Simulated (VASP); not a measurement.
A run of VASP 6.6.1 is set up as follows.

POSCAR

```
BN
1.0
    0.0000000000      1.7060992614      2.0473191137
    1.7060992614      0.0000000000      2.0473191137
    1.7060992614      1.7060992614      0.0000000000
B N
1 1
Direct
    0.0000000000      0.0000000000      0.0000000000
    0.7500000000      0.7500000000      0.7500000000
```

Contents of INCAR.step1:

```
ALGO = Normal
EDIFF = 1E-4
ENCUT = 520
GGA = PE
ISMEAR = 0
LASPH = T
LCHARG = F
LREAL = F
LWAVE = T
NBANDS = 11
NELM = 100
PREC = Accurate
SIGMA = 0.05
```

File INCAR.step2:

```
ALGO = Normal
EDIFF = 1E-6
ENCUT = 520
ISIF = 2
ISMEAR = 0
ISTART = 1
LASPH = T
LCHARG = F
LMIXTAU = T
LREAL = F
LWAVE = F
METAGGA = R2SCAN
NBANDS = 11
NELM = 100
PREC = Accurate
SIGMA = 0.05
```

Contents of KPOINTS:

```
k-points
0
Gamma
  12 12 12
```

Potentials or basis: VASP PAW PBE potentials, release 64 (B, N).

Command:

```bash
$ cat potpaw_PBE.64/B/POTCAR potpaw_PBE.64/N/POTCAR > POTCAR
$ cp INCAR.step1 INCAR
$ mpirun -np 1 vasp_std > vasp.out
$ cp INCAR.step2 INCAR
$ mpirun -np 1 vasp_std > vasp.out
```

Predict the pressure.

-3.4 GPa.

What does it give for the band gap on the k mesh?

3.27 eV, indirect (least direct gap 7.51 eV).

Stress tensor (GPa, compression positive):
```
  45.25    0.00    0.00
   0.00   45.25    0.00
   0.00    0.00 -100.73
```

Caveat: the PAW data sets were made with another functional, which shifts forces and pressure a little. A k mesh can miss the band edges.
